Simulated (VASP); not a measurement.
# Ga4Sb3As (P-43m) in VASP: single point with PBE

Aim: the single point of Ga4Sb3As with PBE.

Program: VASP 6.6.1. These are calculated values, not measurements. Logs are shortened: lines on timing, memory, paths and dates and some standing lists are left out, and cuts for length are marked.

### 1 The cell of the first run

Symmetry: P-43m, No. 215, cubic system. The conventional cell has a = 6.099 Å, b = 6.099 Å, c = 6.099 Å, α = 90.00°, β = 90.00°, γ = 90.00°. Ga (site symmetry 3m) has 1 As at 2.55 Å and 3 Sb at 2.67 Å within 3.4 Å. Within 3.5 Å of Sb (site symmetry -42m) lie 4 Ga at 2.67 Å. As (site symmetry -43m) has 4 Ga at 2.55 Å within 3.4 Å.

### 2 Single point, PBE

Contents of POSCAR:

```
Ga4Sb3As
1.0
    6.0994021000      0.0000000000      0.0000000000
    0.0000000000      6.0994021000      0.0000000000
    0.0000000000      0.0000000000      6.0994021000
Ga Sb As
4 3 1
Direct
    0.7587980000      0.7587980000      0.7587980000
    0.7587980000      0.2412020000      0.2412020000
    0.2412020000      0.7587980000      0.2412020000
    0.2412020000      0.2412020000      0.7587980000
    0.5000000000      0.5000000000      0.0000000000
    0.5000000000      0.0000000000      0.5000000000
    0.0000000000      0.5000000000      0.5000000000
    0.0000000000      0.0000000000      0.0000000000
```

Contents of INCAR.step1:

```
PREC = Accurate
ENCUT = 520
EDIFF = 1E-6
ISMEAR = 0
SIGMA = 0.1
LREAL = F
LASPH = T
NELM = 60
ALGO = Normal
ISIF = 2
LWAVE = F
LCHARG = T
GGA = PE
NBANDS = 46
```

Contents of KPOINTS.step1:

```
Automatic mesh
0
Gamma
  6 6 6
```

Contents of INCAR.step2:

```
PREC = Accurate
ENCUT = 520
EDIFF = 1E-6
ISMEAR = -5
SIGMA = 0.1
LREAL = F
LASPH = T
NELM = 60
ALGO = Normal
ISIF = 2
LWAVE = F
LCHARG = F
GGA = PE
LORBIT = 10
NEDOS = 2001
ICHARG = 11
```

Contents of KPOINTS.step2:

```
Automatic mesh
0
Gamma
  9 9 9
```

Potentials or basis: VASP PAW PBE potentials, release 64 (Ga_d, Sb, As).

Run with:

```
$ cat potpaw_PBE.64/Ga_d/POTCAR potpaw_PBE.64/Sb/POTCAR potpaw_PBE.64/As/POTCAR > POTCAR
$ cp INCAR.step1 INCAR
$ cp KPOINTS.step1 KPOINTS
$ mpirun -np 1 vasp_std > vasp.out
$ cp INCAR.step2 INCAR
$ cp KPOINTS.step2 KPOINTS
$ mpirun -np 1 vasp_std > vasp.out
```

OUTCAR:

```text
PREC = Accurate
   ENCUT = 520
   EDIFF = 1E-6
   ISMEAR = -5
   LREAL = F
   LASPH = T
   NELM = 60
   ISIF = 2
   GGA = PE
   LORBIT = 10
   ICHARG = 11

 ion  position               nearest neighbor table
   1  0.759  0.759  0.759-   8 2.55   6 2.67   7 2.67   5 2.67
   2  0.759  0.241  0.241-   8 2.55   6 2.67   7 2.67   5 2.67
   3  0.241  0.759  0.241-   8 2.55   6 2.67   7 2.67   5 2.67
   4  0.241  0.241  0.759-   8 2.55   6 2.67   7 2.67   5 2.67
   5  0.500  0.500  0.000-   1 2.67   2 2.67   3 2.67   4 2.67
   6  0.500  0.000  0.500-   1 2.67   2 2.67   3 2.67   4 2.67
   7  0.000  0.500  0.500-   1 2.67   2 2.67   3 2.67   4 2.67
   8  0.000  0.000  0.000-   1 2.55   2 2.55   3 2.55   4 2.55

  LATTYP: Found a simple cubic cell.
 ALAT       =     6.0994021000

  Lattice vectors:

 A1 = (   6.0994021000,   0.0000000000,   0.0000000000)
 A2 = (   0.0000000000,   6.0994021000,   0.0000000000)
 A3 = (   0.0000000000,   0.0000000000,   6.0994021000)

Analysis of symmetry for initial positions (statically):
=====================================================================
 Subroutine PRICEL returns:
 Original cell was already a primitive cell.

 Routine SETGRP: Setting up the symmetry group for a
 simple cubic supercell.

 Subroutine GETGRP returns: Found 24 space group operations
 (whereof 24 operations were pure point group operations)
 out of a pool of 48 trial point group operations.

The static configuration has the point symmetry T_d .

Analysis of symmetry for dynamics (positions and initial velocities):
=====================================================================
 Subroutine PRICEL returns:
 Original cell was already a primitive cell.

 Routine SETGRP: Setting up the symmetry group for a
 simple cubic supercell.

 Subroutine GETGRP returns: Found 24 space group operations
 (whereof 24 operations were pure point group operations)
 out of a pool of 48 trial point group operations.

The dynamic configuration has the point symmetry T_d .

 Subroutine INISYM returns: Found 24 space group operations
 (whereof 24 operations are pure point group operations),
 and found     1 'primitive' translations

----------------------------------------------------------------------------------------

                                     Primitive cell

  volume of cell :     226.9143

  direct lattice vectors                    reciprocal lattice vectors
     6.099402100  0.000000000  0.000000000     0.163950496  0.000000000  0.000000000
     0.000000000  6.099402100  0.000000000     0.000000000  0.163950496  0.000000000
     0.000000000  0.000000000  6.099402100     0.000000000  0.000000000  0.163950496

  length of vectors
     6.099402100  6.099402100  6.099402100     0.163950496  0.163950496  0.163950496

  position of ions in fractional coordinates (direct lattice)
     0.758798000  0.758798000  0.758798000
     0.758798000  0.241202000  0.241202000
     0.241202000  0.758798000  0.241202000
     0.241202000  0.241202000  0.758798000
     0.500000000  0.500000000  0.000000000
     0.500000000  0.000000000  0.500000000
     0.000000000  0.500000000  0.500000000
     0.000000000  0.000000000  0.000000000

  ion indices of the primitive-cell ions
   primitive index   ion index
                 1           1
                 2           2
                 3           3
                 4           4
                 5           5
                 6           6
                 7           7
                 8           8

----------------------------------------------------------------------------------------

 KPOINTS: Automatic mesh

Automatic generation of k-mesh.
 Grid dimensions read from file:
 generate k-points for:    9    9    9

 Generating k-lattice:

  Cartesian coordinates                     Fractional coordinates (reciprocal lattice)
     0.018216722  0.000000000  0.000000000     0.111111111  0.000000000  0.000000000
     0.000000000  0.018216722  0.000000000     0.000000000  0.111111111  0.000000000
     0.000000000  0.000000000  0.018216722     0.000000000  0.000000000  0.111111111

  Length of vectors
     0.018216722  0.018216722  0.018216722

  Shift w.r.t. Gamma in fractional coordinates (k-lattice)
     0.000000000  0.000000000  0.000000000

 TETIRR: Found    353 inequivalent tetrahedra from     4374

 Subroutine IBZKPT returns following result:
 ===========================================

 Found     35 irreducible k-points:

 Following reciprocal coordinates:
            Coordinates               Weight
  0.000000  0.000000  0.000000      1.000000
  0.111111  0.000000  0.000000      6.000000
  0.222222  0.000000  0.000000      6.000000
  0.333333  0.000000  0.000000      6.000000
  0.444444  0.000000  0.000000      6.000000
  0.111111  0.111111  0.000000     12.000000
[... 16 lines left out ...]
  0.333333  0.333333  0.111111     24.000000
  0.444444  0.333333  0.111111     48.000000
 [... further k-points ...]
   k-points           NKPTS =     35   k-points in BZ     NKDIM =     35   number of bands    NBANDS=     43
   number of dos      NEDOS =   2001   number of ions     NIONS =      8
   total plane-waves  NPLWV = 110592
   dimension x,y,z NGX =    48 NGY =   48 NGZ =   48
   dimension x,y,z NGXF=    96 NGYF=   96 NGZF=   96
   ions per type =               4   3   1
   NGX,Y,Z   is equivalent  to a cutoff of  13.08, 13.08, 13.08 a.u.
   NGXF,Y,Z  is equivalent  to a cutoff of  26.17, 26.17, 26.17 a.u.
 SYSTEM =  unknown system
   PREC   = accura    normal or accurate (medium, high low for compatibility)
   ISTART =      0    job   : 0-new  1-cont  2-samecut
   ICHARG =     11    charge: 1-file 2-atom 10-const
   ISPIN  =      1    spin polarized calculation?
   LNONCOLLINEAR =      F non collinear calculations
   LSORBIT =      F    spin-orbit coupling
   LASPH  =      T    aspherical Exc in radial PAW
   ENCUT  =  520.0 eV  38.22 Ry    6.18 a.u.  11.34 11.34 11.34*2*pi/ulx,y,z
   NELM   =     60;   NELMIN=  2; NELMDL=  0     # of ELM steps
   EDIFF  = 0.1E-05   stopping-criterion for ELM
   LREAL  =      F    real-space projection
   EDIFFG = 0.1E-04   stopping-criterion for IOM
   NSW    =      0    number of steps for IOM
   IBRION =     -1    ionic relax: 0-MD 1-quasi-New 2-CG
   NFREE  =      0    steps in history (QN), initial steepest desc. (CG)
   ISIF   =      2    stress and relaxation
   ISYM   =      2    0-nonsym 1-usesym 2-fastsym
   POTIM  = 0.5000    time-step for ionic-motion
   TEBEG  =    0.0;   TEEND  =   0.0 temperature during run
   PSTRESS=    0.0 pullay stress
   NELECT =      72.0000    total number of electrons
   NUPDOWN=      -1.0000    fix difference up-down
   EMIN   =  10.00;   EMAX   =-10.00  energy-range for DOS
   EFERMI =   0.00;   METHOD = LEGACY
   ISMEAR =    -5;   SIGMA  =   0.10  broadening in eV -4-tet -1-fermi 0-gaus
   EFERMI_NEDOS =   21; number of points for ismear=-14 and -15
   IALGO  =     38    algorithm
   IMIX   =      4    mixing-type and parameters
     AMIX     =   0.40;   BMIX     =  1.00
     AMIX_MAG =   1.60;   BMIX_MAG =  1.00
  volume/ion in A,a.u.               =      28.36       191.41
  Fermi-wavevector in a.u.,A,eV,Ry     =   1.116602  2.110072 16.963744  1.246800
  Thomas-Fermi vector in A             =   2.253217
   LORBIT       =     10    0 simple, 1 ext, 2 COOP (PROOUT), +10 PAW based schemes
   GGA     = PE    functional components
   LHFCALC =     F    Hartree Fock is set to
   AEXX    =    0.0000 exact exchange contribution
   IVDW    =     0    specifies the selected vdW correction
   LEPSILON=     F    determine dielectric tensor
   LRPA    =     F    only Hartree local field effects (RPA)
 non-spin polarized calculation
 Fermi weights with tetrahedron method with Bloechl corrections
  energy-cutoff  :      520.00
  volume of cell :      226.91
 maximum number of plane-waves:      6127
 NGX is ok and might be reduce to    48

 number of electron      72.0000039 magnetization

 Free energy of the ion-electron system (eV)
  ---------------------------------------------------
  ext. energy  EPLUGINS =         0.00000000
  ---------------------------------------------------
  free energy    TOTEN  =       -30.22325525 eV

  energy without entropy =      -30.22325525  energy(sigma->0) =      -30.22325525

 E-fermi :   4.2587     XC(G=0):  -9.0044

 val. band max:        4.2588747858   @ k =   0.0000   0.0000   0.0000
 cond. band min:       4.2588747874   @ k =   0.0000   0.0000   0.0000
 fundamental gap:      0.0000000016
 Fermi energy:         4.2587108368

 k-point     1 :       0.0000    0.0000    0.0000
  band No.  band energies     occupation
      1     -10.7422      2.00000
      2     -10.7225      2.00000
      3     -10.7225      2.00000
      4     -10.6801      2.00000
      5     -10.6801      2.00000
      6     -10.6801      2.00000
[... 35 lines left out ...]
     42       5.5596      0.00000
     43       5.8204      0.00000

 k-point     2 :       0.1111    0.0000    0.0000
  band No.  band energies     occupation
      1     -10.7415      2.00000
      2     -10.7217      2.00000
      3     -10.7215      2.00000
      4     -10.6816      2.00000
      5     -10.6795      2.00000
      6     -10.6795      2.00000
[... 1004 lines left out ...]
 k-point    24 :       0.4444    0.3333    0.1111
  band No.  band energies     occupation
      1     -10.7319      2.00000
      2     -10.7087      2.00000
      3     -10.7057      2.00000
      4     -10.6997      2.00000
      5     -10.6726      2.00000
      6     -10.6716      2.00000
[... 35 lines left out ...]
     42       7.8260      0.00000
     43       7.9905      0.00000

 [... further k-points ...]

------------------------ aborting loop because EDIFF is reached ----------------------------------------

  FORCE on cell =-STRESS in cart. coord.  units (eV):
  Direction    XX          YY          ZZ          XY          YZ          ZX
  --------------------------------------------------------------------------------------
  -------------------------------------------------------------------------------------
  Total       -0.0542733     -0.0542733     -0.0542733     -0.0000000     -0.0000000     -0.0000000
  in kB       -0.3832083     -0.3832083     -0.3832083     -0.0000000     -0.0000000     -0.0000000
  external PRESSURE =      -0.3832083 kB  Pullay stress =       0.0000000 kB

 VOLUME and BASIS-vectors are now :
 -----------------------------------------------------------------------------
  energy-cutoff  :      520.00
  volume of cell :      226.91
      direct lattice vectors                 reciprocal lattice vectors
     6.099402100  0.000000000  0.000000000     0.163950496  0.000000000  0.000000000
     0.000000000  6.099402100  0.000000000     0.000000000  0.163950496  0.000000000
     0.000000000  0.000000000  6.099402100     0.000000000  0.000000000  0.163950496

 POSITION                                       TOTAL-FORCE (eV/Angst)
 -----------------------------------------------------------------------------------
      4.62821      4.62821      4.62821        -0.004492     -0.004492     -0.004492
      4.62821      1.47119      1.47119        -0.004492      0.004492      0.004492
      1.47119      4.62821      1.47119         0.004492     -0.004492      0.004492
      1.47119      1.47119      4.62821         0.004492      0.004492     -0.004492
      3.04970      3.04970      0.00000         0.000000      0.000000      0.000000
      3.04970      0.00000      3.04970         0.000000      0.000000      0.000000
      0.00000      3.04970      3.04970         0.000000      0.000000     -0.000000
      0.00000      0.00000      0.00000         0.000000     -0.000000     -0.000000
 -----------------------------------------------------------------------------------
    total drift:                                0.000000      0.000000      0.000000

  FREE ENERGIE OF THE ION-ELECTRON SYSTEM (eV)
  ---------------------------------------------------
  free  energy   TOTEN  =       -30.2232552502 eV

  energy  without entropy=      -30.2232552502  energy(sigma->0) =      -30.22325525

 total charge

# of ion       s       p       d       tot
------------------------------------------
    1        0.906   0.726   9.963  11.595
    2        0.906   0.726   9.963  11.595
    3        0.906   0.726   9.963  11.595
    4        0.906   0.726   9.963  11.595
    5        1.133   1.328   0.025   2.486
    6        1.133   1.328   0.025   2.486
    7        1.133   1.328   0.025   2.486
    8        1.225   1.497   0.025   2.747
--------------------------------------------------
tot          8.246   8.385  39.955  56.586
```

It took 5.7 min on 1 thread of Intel Xeon Platinum 8559C (Emerald Rapids), shared host; peak memory 0.49 GiB.

What came out:

- Valence electrons inside the program's atomic spheres: Ga 11.60; Sb 2.49; As 2.75

Caveat: spin-orbit coupling is left out, which moves the levels of the heavy elements; tetrahedron occupations give inexact forces and stress in metals.
